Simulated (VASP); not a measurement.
Wanted: the native input for a VASP 6.6.1 run.

| Property | Result |
| --- | --- |
| Task | single point |
| Functional | PBE |
| Potentials or basis | VASP PAW PBE potentials, release 64 (Ba_sv, O, Zr_sv) |
| Cutoff | 600 eV |
| k mesh | 4 × 4 × 4 |
| Occupations | gaussian, width 0.1 eV |
| Spin | no spin polarisation |
| Dipole correction | no |
| Further INCAR settings | ALGO = Normal; EDIFF = 1e-06; NBANDS = 28 |

The structure of BaZrO3 (hm.eB) lies in POSCAR:

```
BaZrO3
1.0
    4.1233328741      0.0000000000      0.0000000000
    0.0000000000      4.1233328741      0.0000000000
    0.0000000000      0.0000000000      4.3121974948
Ba O Zr
1 3 1
Direct
    0.0000000000      0.0000000000      0.0000000000
    0.5000000000      0.5000000000      0.0000000000
    0.0000000000      0.5000000000      0.5000000000
    0.5000000000      0.0000000000      0.5000000000
    0.5000000000      0.5000000000      0.5000000000
```

One way to write it, as run:

INCAR

```
  PREC = Accurate
  ENCUT = 600
  EDIFF = 1E-6
  ISMEAR = 0
  SIGMA = 0.1
  LREAL = False
  LASPH = True
  NELM = 120
  ALGO = Normal
  ISIF = 2
  LWAVE = False
  LCHARG = False
  GGA = PE
  NBANDS = 28
  GGA_COMPAT = False
```

KPOINTS

```
Automatic mesh
0
Gamma
  4 4 4
```

Potentials or basis: VASP PAW PBE potentials, release 64 (Ba_sv, O, Zr_sv).

The run is started by

```console
$ cat potpaw_PBE.64/Ba_sv/POTCAR potpaw_PBE.64/O/POTCAR potpaw_PBE.64/Zr_sv/POTCAR > POTCAR
$ mpirun -np 1 vasp_std > vasp.out
```

Results of the run:

```json
{"Pressure": "6.2 GPa", "Band gap on the k mesh": "3.09 eV, indirect (least direct gap 3.32 eV)"}
```

Caveat: spin-orbit coupling is left out, which moves the levels of the heavy elements.

Run time: 88 s on 1 thread of AMD EPYC 7R13, with other jobs on the host, peak memory 0.2 GiB.
